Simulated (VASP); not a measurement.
# TiN (Fm-3m) in VASP: notebook, part 2 of 3

VASP 6.6.1. The steps go on from the part before.

**3. Electric field gradients, PBE (volume scaled by 1.06)**

Contents of INCAR:

```
PREC = Accurate
ENCUT = 520
EDIFF = 1E-8
ISMEAR = -1
SIGMA = 0.05
LREAL = False
LASPH = True
NELM = 100
ALGO = Normal
ISIF = 2
LWAVE = False
LCHARG = False
GGA = PE
LEFG = True
NBANDS = 16
```

Contents of KPOINTS:

```
Automatic mesh
0
Gamma
  13 13 13
```

Contents of POSCAR:

```
TiN
1.0
    0.0000000000      2.1636184092      2.1636184092
    2.1636184092      0.0000000000      2.1636184092
    2.1636184092      2.1636184092      0.0000000000
Ti N
1 1
Direct
    0.0000000000      0.0000000000      0.0000000000
    0.5000000000      0.5000000000      0.5000000000
```

Potentials or basis: VASP PAW PBE potentials, release 64 (Ti_sv, N).

Started as:

```sh
cat potpaw_PBE.64/Ti_sv/POTCAR potpaw_PBE.64/N/POTCAR > POTCAR
mpirun -np 1 vasp_std > vasp.out
```

OUTCAR:

```text
PREC = Accurate
   ENCUT = 520
   EDIFF = 1E-8
   ISMEAR = -1
   LREAL = False
   LASPH = True
   NELM = 100
   ISIF = 2
   GGA = PE

 ion  position               nearest neighbor table
   1  0.000  0.000  0.000-   2 2.16   2 2.16   2 2.16   2 2.16   2 2.16   2 2.16
   2  0.500  0.500  0.500-   1 2.16   1 2.16   1 2.16   1 2.16   1 2.16   1 2.16

  LATTYP: Found a face centered cubic cell.
 ALAT       =     4.3272368184

  Lattice vectors:

 A1 = (   0.0000000000,   2.1636184092,   2.1636184092)
 A2 = (   2.1636184092,   0.0000000000,   2.1636184092)
 A3 = (   2.1636184092,   2.1636184092,   0.0000000000)

Analysis of symmetry for initial positions (statically):
=====================================================================
 Subroutine PRICEL returns:
 Original cell was already a primitive cell.

 Routine SETGRP: Setting up the symmetry group for a
 face centered cubic supercell.

 Subroutine GETGRP returns: Found 48 space group operations
 (whereof 48 operations were pure point group operations)
 out of a pool of 48 trial point group operations.

The static configuration has the point symmetry O_h .

Analysis of symmetry for dynamics (positions and initial velocities):
=====================================================================
 Subroutine PRICEL returns:
 Original cell was already a primitive cell.

 Routine SETGRP: Setting up the symmetry group for a
 face centered cubic supercell.

 Subroutine GETGRP returns: Found 48 space group operations
 (whereof 48 operations were pure point group operations)
 out of a pool of 48 trial point group operations.

The dynamic configuration has the point symmetry O_h .

 Subroutine INISYM returns: Found 48 space group operations
 (whereof 48 operations are pure point group operations),
 and found     1 'primitive' translations

----------------------------------------------------------------------------------------

                                     Primitive cell

  volume of cell :      20.2569

  direct lattice vectors                    reciprocal lattice vectors
     0.000000000  2.163618409  2.163618409    -0.231094355  0.231094355  0.231094355
     2.163618409  0.000000000  2.163618409     0.231094355 -0.231094355  0.231094355
     2.163618409  2.163618409  0.000000000     0.231094355  0.231094355 -0.231094355

  length of vectors
     3.059818498  3.059818498  3.059818498     0.400267164  0.400267164  0.400267164

  position of ions in fractional coordinates (direct lattice)
     0.000000000  0.000000000  0.000000000
     0.500000000  0.500000000  0.500000000

  ion indices of the primitive-cell ions
   primitive index   ion index
                 1           1
                 2           2

----------------------------------------------------------------------------------------

 KPOINTS: Automatic mesh

Automatic generation of k-mesh.
 Grid dimensions read from file:
 generate k-points for:   13   13   13

 Generating k-lattice:

[... 62 lines left out ...]
   LREAL  =      F    real-space projection
   EDIFFG = 0.1E-06   stopping-criterion for IOM
   NSW    =      0    number of steps for IOM
   IBRION =     -1    ionic relax: 0-MD 1-quasi-New 2-CG
   NFREE  =      0    steps in history (QN), initial steepest desc. (CG)
   ISIF   =      2    stress and relaxation
   ISYM   =      2    0-nonsym 1-usesym 2-fastsym
   POTIM  = 0.5000    time-step for ionic-motion
   TEBEG  =    0.0;   TEEND  =   0.0 temperature during run
   PSTRESS=    0.0 pullay stress
   NELECT =      17.0000    total number of electrons
   NUPDOWN=      -1.0000    fix difference up-down
   EMIN   =  10.00;   EMAX   =-10.00  energy-range for DOS
   EFERMI =   0.00;   METHOD = LEGACY
   ISMEAR =    -1;   SIGMA  =   0.05  broadening in eV -4-tet -1-fermi 0-gaus
   EFERMI_NEDOS =   21; number of points for ismear=-14 and -15
   IALGO  =     38    algorithm
   IMIX   =      4    mixing-type and parameters
     AMIX     =   0.40;   BMIX     =  1.00
     AMIX_MAG =   1.60;   BMIX_MAG =  1.00
  volume/ion in A,a.u.               =      10.13        68.35
  Fermi-wavevector in a.u.,A,eV,Ry     =   1.544189  2.918094 32.443362  2.384520
  Thomas-Fermi vector in A             =   2.649745
   LORBIT       =      0    0 simple, 1 ext, 2 COOP (PROOUT), +10 PAW based schemes
   GGA     = PE    functional components
   LHFCALC =     F    Hartree Fock is set to
   AEXX    =    0.0000 exact exchange contribution
   IVDW    =     0    specifies the selected vdW correction
   LEPSILON=     F    determine dielectric tensor
   LRPA    =     F    only Hartree local field effects (RPA)
 non-spin polarized calculation
  energy-cutoff  :      520.00
  volume of cell :       20.26
 maximum number of plane-waves:       557
   NGX = 11   NGY = 11   NGZ = 11

 number of electron      16.9999999 magnetization

 Free energy of the ion-electron system (eV)
  ---------------------------------------------------
  ext. energy  EPLUGINS =         0.00000000
  ---------------------------------------------------
  free energy    TOTEN  =       -19.59560405 eV

  energy without entropy =      -19.58813285  energy(sigma->0) =      -19.59186845

 E-fermi :  10.6742     XC(G=0): -12.6920

 val. band max:       10.5932333445   @ k =  -0.1538   0.2308   0.0769
 cond. band min:      10.6948125724   @ k =  -0.1538   0.1538   0.0000
 fundamental gap:      0.1015792279
 Fermi energy:        10.6742210420

 k-point     1 :       0.0000    0.0000    0.0000
  band No.  band energies     occupation
      1     -47.3083      2.00000
      2     -23.3260      2.00000
      3     -23.3260      2.00000
      4     -23.3260      2.00000
      5      -6.0789      2.00000
      6       8.6893      2.00000
[... 433 lines left out ...]
      3     -23.4257      2.00000
      4     -23.4011      2.00000
      5      -4.1829      2.00000
      6       3.7006      2.00000
[... 8 lines left out ...]
     15      23.0575      0.00000
     16      24.3140      0.00000

 [... further k-points ...]
[... 5 lines left out ...]
  --------------------------------------------------------------------------------------
  -------------------------------------------------------------------------------------
  Total       -1.6959300     -1.6959300     -1.6959300     -0.0000000     -0.0000000      0.0000000
  in kB     -134.1363529   -134.1363529   -134.1363529     -0.0000000     -0.0000000      0.0000000
  external PRESSURE =    -134.1363529 kB  Pullay stress =       0.0000000 kB

 VOLUME and BASIS-vectors are now :
 -----------------------------------------------------------------------------
  energy-cutoff  :      520.00
  volume of cell :       20.26
      direct lattice vectors                 reciprocal lattice vectors
     0.000000000  2.163618409  2.163618409    -0.231094355  0.231094355  0.231094355
     2.163618409  0.000000000  2.163618409     0.231094355 -0.231094355  0.231094355
     2.163618409  2.163618409  0.000000000     0.231094355  0.231094355 -0.231094355

 POSITION                                       TOTAL-FORCE (eV/Angst)
 -----------------------------------------------------------------------------------
      0.00000      0.00000      0.00000         0.000000      0.000000      0.000000
      2.16362      2.16362      2.16362        -0.000000      0.000000      0.000000
 -----------------------------------------------------------------------------------
    total drift:                                0.000000     -0.000000     -0.000000

  FREE ENERGIE OF THE ION-ELECTRON SYSTEM (eV)
  ---------------------------------------------------
  free  energy   TOTEN  =       -19.5956040500 eV

  energy  without entropy=      -19.5881328550  energy(sigma->0) =      -19.59186845

 Electric field gradients (V/A^2)
---------------------------------------------------------------------
 ion       V_xx      V_yy      V_zz      V_xy      V_xz      V_yz
---------------------------------------------------------------------
   1      -0.000     0.000     0.000     0.000     0.000     0.000
   2      -0.000     0.000     0.000    -0.000    -0.000    -0.000
---------------------------------------------------------------------

 Electric field gradients after diagonalization (V/A^2)
 (convention: |V_zz| > |V_xx| > |V_yy|)
----------------------------------------------------------------------
 ion       V_xx      V_yy      V_zz     asymmetry (V_yy - V_xx)/ V_zz
----------------------------------------------------------------------
   1      -0.000    -0.000     0.001       0.000
   2       0.000     0.000    -0.001       0.000
----------------------------------------------------------------------

           NMR quadrupolar parameters

 Cq : quadrupolar parameter    Cq=e*Q*V_zz/h
 eta: asymmetry parameters     (V_yy - V_xx)/ V_zz
 Q  : nuclear electric quadrupole moment in mb (millibarn)
----------------------------------------------------------------------
 ion       Cq(MHz)       eta       Q (mb)
----------------------------------------------------------------------
   1       0.000       0.000       1.000
   2      -0.000       0.000       1.000
----------------------------------------------------------------------
```

It took 22 s on 1 thread of AMD EPYC 9R45 (Zen 5), shared host; peak memory 0.13 GiB.

What came out:

```
Free energy : -19.5956 eV
Pressure    : -13.4 GPa
```

Caveat: the cell differs from its parent crystal (volume scaled by 1.06); without QUAD_EFG the Cq values of the log hold for a quadrupole moment of 1 mb, not for the nuclei.

**4. Electric field gradients, PBE**

This run uses another cell than the first one, of 9.56 Å³/atom, 0.962 times its volume.

Contents of INCAR:

```
SYSTEM = TiN
PREC = Accurate ; ENCUT = 520
EDIFF = 1E-8 ; ISMEAR = -1
SIGMA = 0.05 ; LREAL = .FALSE.
LASPH = .TRUE. ; NELM = 80
ALGO = Normal ; ISIF = 2
LWAVE = .FALSE. ; LCHARG = .FALSE.
GGA = PE ; LEFG = .TRUE.
NBANDS = 16
```

Contents of KPOINTS:

```
Automatic mesh
0
G
  4 4 4
  0 0 0
```

Contents of POSCAR:

```
TiN
1.0
    0.0000000000      2.1220000000      2.1220000000
    2.1220000000      0.0000000000      2.1220000000
    2.1220000000      2.1220000000      0.0000000000
Ti N
1 1
Direct
    0.0000000000      0.0000000000      0.0000000000
    0.5000000000      0.5000000000      0.5000000000
```

Potentials or basis: VASP PAW PBE potentials, release 64 (Ti_sv, N).

Started as:

```sh
cat potpaw_PBE.64/Ti_sv/POTCAR potpaw_PBE.64/N/POTCAR > POTCAR
mpirun -np 1 vasp_std > vasp.out
```

OUTCAR:

```text
SYSTEM = TiN
   PREC = Accurate
   ENCUT = 520
   EDIFF = 1E-8
   ISMEAR = -1
   LREAL = .FALSE.
   LASPH = .TRUE.
   NELM = 80
   ISIF = 2
   GGA = PE

 ion  position               nearest neighbor table
   1  0.000  0.000  0.000-   2 2.12   2 2.12   2 2.12   2 2.12   2 2.12   2 2.12
   2  0.500  0.500  0.500-   1 2.12   1 2.12   1 2.12   1 2.12   1 2.12   1 2.12

  LATTYP: Found a face centered cubic cell.
 ALAT       =     4.2440000000

  Lattice vectors:

 A1 = (   0.0000000000,   2.1220000000,   2.1220000000)
[... 346 lines left out ...]
  ---------------------------------------------------
  free  energy   TOTEN  =       -19.6096753913 eV

  energy  without entropy=      -19.5927433963  energy(sigma->0) =      -19.60120939

 Electric field gradients (V/A^2)
---------------------------------------------------------------------
 ion       V_xx      V_yy      V_zz      V_xy      V_xz      V_yz
---------------------------------------------------------------------
   1       0.000     0.000     0.000     0.001     0.001     0.001
   2      -0.000     0.000     0.000    -0.001    -0.001    -0.001
---------------------------------------------------------------------

 Electric field gradients after diagonalization (V/A^2)
 (convention: |V_zz| > |V_xx| > |V_yy|)
----------------------------------------------------------------------
 ion       V_xx      V_yy      V_zz     asymmetry (V_yy - V_xx)/ V_zz
----------------------------------------------------------------------
   1      -0.001    -0.001     0.002       0.000
   2       0.001     0.001    -0.001       0.000
----------------------------------------------------------------------

           NMR quadrupolar parameters

 Cq : quadrupolar parameter    Cq=e*Q*V_zz/h
 eta: asymmetry parameters     (V_yy - V_xx)/ V_zz
 Q  : nuclear electric quadrupole moment in mb (millibarn)
----------------------------------------------------------------------
 ion       Cq(MHz)       eta       Q (mb)
----------------------------------------------------------------------
   1       0.000       0.000       1.000
   2      -0.000       0.000       1.000
----------------------------------------------------------------------
```

OSZICAR:

```text
N       E                     dE             d eps       ncg     rms          rms(c)
DAV:   1     0.131029620815E+03    0.13103E+03   -0.80378E+03   256   0.126E+03
DAV:   2    -0.164567460008E+02   -0.14749E+03   -0.13624E+03   280   0.347E+02
DAV:   3    -0.245722508713E+02   -0.81155E+01   -0.80129E+01   336   0.832E+01
DAV:   4    -0.248147117912E+02   -0.24246E+00   -0.24243E+00   296   0.132E+01
DAV:   5    -0.248195211223E+02   -0.48093E-02   -0.48093E-02   296   0.181E+00    0.181E+01
DAV:   6    -0.199699341080E+02    0.48496E+01   -0.13259E+01   328   0.535E+01    0.666E+00
DAV:   7    -0.196433188688E+02    0.32662E+00   -0.13946E+00   312   0.155E+01    0.476E+00
DAV:   8    -0.198244135309E+02   -0.18109E+00   -0.94602E-01   320   0.140E+01    0.590E+00
DAV:   9    -0.196222292646E+02    0.20218E+00   -0.25092E-01   280   0.807E+00    0.166E+00
DAV:  10    -0.196129121018E+02    0.93172E-02   -0.27937E-02   304   0.197E+00    0.455E-01
DAV:  11    -0.196096991527E+02    0.32129E-02   -0.47424E-03   384   0.914E-01    0.144E-01
DAV:  12    -0.196096743150E+02    0.24838E-04   -0.39170E-04   288   0.183E-01    0.312E-02
DAV:  13    -0.196096776450E+02   -0.33300E-05   -0.33426E-05   320   0.826E-02    0.155E-02
DAV:  14    -0.196096755357E+02    0.21093E-05   -0.47258E-06   304   0.271E-02    0.681E-03
DAV:  15    -0.196096754005E+02    0.13517E-06   -0.60710E-07   320   0.845E-03    0.239E-03
DAV:  16    -0.196096753913E+02    0.92293E-08   -0.37123E-08   304   0.226E-03
   1 F= -.19609675E+02 E0= -.19601209E+02  d E =-.169320E-01
```

Wall time 4.8 s (1 thread of Intel Xeon 6975P-C (Granite Rapids), shared host); peak memory 0.13 GiB.

Results:

| Item | Value |
| --- | --- |
| Free energy | -19.6097 eV |
| Pressure | 1.7 GPa |

Caveat: the k points lie up to 0.64 Å⁻¹ apart; without QUAD_EFG the Cq values of the log hold for a quadrupole moment of 1 mb, not for the nuclei.

[end of part 2 of 3]
